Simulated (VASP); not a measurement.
Input of a VASP 6.6.1 run:

The input INCAR:

```
SYSTEM = Hf2Mo
PREC = Accurate
ENCUT = 600
EDIFF = 1E-6
ISMEAR = 0
SIGMA = 0.1
LREAL = .FALSE.
LASPH = .TRUE.
NELM = 100
ALGO = Fast
ISIF = 3
LWAVE = .FALSE.
LCHARG = .FALSE.
GGA = PE
IBRION = 2
NSW = 90
EDIFFG = -0.04
```

Contents of KPOINTS:

```
Automatic mesh
0
G
  6 6 6
  0 0 0
```

The input POSCAR:

```
Hf2Mo
1.0
    1.7462518176      1.0081989570      5.2741272029
   -1.7462518176      1.0081989570      5.2741272029
    0.0000000000     -2.0163979139      5.2741272029
Hf Mo
2 1
Direct
    0.7500000000      0.7500000000      0.7500000000
    0.2500000000      0.2500000000      0.2500000000
    0.0000000000      0.0000000000      0.0000000000
```

Potentials or basis: VASP PAW PBE potentials, release 64 (Hf_pv, Mo_sv).

The run is started by

```bash
$ cat potpaw_PBE.64/Hf_pv/POTCAR potpaw_PBE.64/Mo_sv/POTCAR > POTCAR
$ mpirun -np 1 vasp_std > vasp.out
```

**Question.** What does it give for the space group after relaxing (to 0.05 Å)?

**Answer.** R-3m (No. 166).

**Question.** What does it give for the relaxed volume?

**Answer.** 20.39 Å³/atom.

**Question.** What does it give for the band gap on the k mesh?

**Answer.** Zero (band 17 reaches 6.63 eV, above the bottom of band 18 at 6.27 eV).

Forces on the atoms (eV/Å):
```
Hf   0.000  0.000 -0.004
Hf   0.000  0.000  0.004
Mo   0.000  0.000  0.000
```

Caveat: spin-orbit coupling is left out, which moves the levels of the heavy elements.
